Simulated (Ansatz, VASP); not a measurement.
Pd in VASP and in Ansatz

```
Pd
1.0
     2.63688    0.00000    0.00000
    -1.31844    2.28360    0.00000
     0.00000    0.00000    4.38480
Pd
2
Direct
  0.66667 0.33333 0.75000
  0.33333 0.66667 0.25000
```

Change from the starting cell: volume scaled by 0.85, no spin polarisation, PAW files.

Alike in both runs: task single point; functional PBE; k mesh 14 × 14 × 7; occupations fermi-dirac, width 0.05 eV; no spin polarisation.

|  | VASP | Ansatz |
| --- | --- | --- |
| version | VASP 6.6.1 | Ansatz 0.2.0 |
| potentials or method | VASP PAW PBE potentials, release 64 (Pd) | PAW with Ansatz's default frozen-core files, scalar-relativistic |
| plane-wave cutoff (eV) | 520 | 420 |
| valence electrons in the cell | 20 | 36 |

```csv
,VASP,Ansatz,Ansatz less VASP
pressure (GPa),38.2,38.8,+0.55
"traceless stress, the component that is largest in VASP (GPa)",0.54,0.58,+0.043
```

Both programs put the cell under a high pressure, so it lies far from rest at this level. The functional is the same, so the differences come from potentials, cutoffs and numerics. VASP's potentials hold 20 valence electrons a cell and Ansatz's 36, so a difference there can come from the potentials and not from the codes.
